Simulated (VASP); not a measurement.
Here is a VASP 6.6.1 calculation.

Contents of INCAR:

```
SYSTEM = Ge
  ALGO = Normal
  EDIFF = 1E-6
  ENCUT = 500
  GGA = PE
  GGA_COMPAT = .False.
  ISIF = 2
  ISMEAR = 0
  LASPH = .True.
  LCHARG = .True.
  LELF = .True.
  LREAL = .False.
  LVHAR = .True.
  LWAVE = .False.
  NBANDS = 21
  NELM = 120
  PREC = Accurate
  SIGMA = 0.01
```

The input KPOINTS:

```
k-points
0
Gamma
  6 6 6
  0 0 0
```

File POSCAR:

```
Ge
1.0
    0.0000000000      2.7809531083      2.7809531083
    2.7809531083      0.0000000000      2.7809531083
    2.7809531083      2.7809531083      0.0000000000
Ge
2
Direct
    0.0000000000      0.0000000000      0.0000000000
    0.2500000000      0.2500000000      0.2500000000
```

Potentials or basis: VASP PAW PBE potentials, release 64 (Ge_d).

Run with:

```console
$ cat potpaw_PBE.64/Ge_d/POTCAR > POTCAR
$ mpirun -np 1 vasp_std > vasp.out
```

Question: What does it give for the pressure?

Answer: 7.8 GPa.

Question: Estimate the band gap on the k mesh.

Answer: 0.35 eV, indirect (least direct gap 0.51 eV).

A k mesh can miss the band edges.
